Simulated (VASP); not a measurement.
Input of a VASP 6.6.1 run:

INCAR

```
PREC = Accurate
ENCUT = 520
EDIFF = 1E-6
ISMEAR = -1
SIGMA = 0.05
LREAL = F
LASPH = T
NELM = 60
ALGO = Normal
ISIF = 2
LWAVE = F
LCHARG = F
GGA = CA
NBANDS = 35
```

Contents of KPOINTS:

```
Automatic mesh
0
Gamma
  9 9 2
```

Contents of POSCAR:

```
Te2Mo
1.0
    3.4718677189      0.0000000000      0.0000000000
   -1.7359338595      3.0067256432      0.0000000000
    0.0000000000      0.0000000000     13.7698212427
Te Mo
4 2
Direct
    0.6666666667      0.3333333333      0.3804817692
    0.3333333333      0.6666666667      0.8804817692
    0.6666666667      0.3333333333      0.1195182308
    0.3333333333      0.6666666667      0.6195182308
    0.6666666667      0.3333333333      0.7500000000
    0.3333333333      0.6666666667      0.2500000000
```

Potentials or basis: VASP PAW LDA potentials, release 64 (Te, Mo_sv).

Command:

```bash
$ cat potpaw_LDA.64/Te/POTCAR potpaw_LDA.64/Mo_sv/POTCAR > POTCAR
$ mpirun -np 1 vasp_std > vasp.out
```

(1) Predict the band gap on the k mesh.

(2) Predict the pressure.

(3) What does it give for the largest force?

Results:

(1) 0.71 eV (least direct gap 1.11 eV).

(2) 0.3 GPa.

(3) 0.054 eV/Å.

Caveat: spin-orbit coupling is left out, which moves the levels of the heavy elements; an odd mesh through Γ misses points on the zone boundary, where band edges can lie.

**What was measured.**

“Broadband infrared study of pressure-tunable Fano resonance and metallization transition in 2H-MoTe2”, 2022, pmc:9569381 quotes, for a bulk crystal of Te2Mo at 300 K: band gap 0.88 ± 0.05 eV (indirect).

Measured gap of Te2Mo: 0.88 eV (indirect; 300 K; quoted in “Broadband infrared study of pressure-tunable Fano resonance and metallization transition in 2H-MoTe2”, 2022, pmc:9569381). This calculation gives 0.71 eV (-0.17 eV). Spin-orbit coupling on Mo, Te is left out. The value is that of LDA on a finite k mesh, which can miss the band edges, without temperature or zero-point motion. Semilocal functionals fall short of measured gaps as a rule.
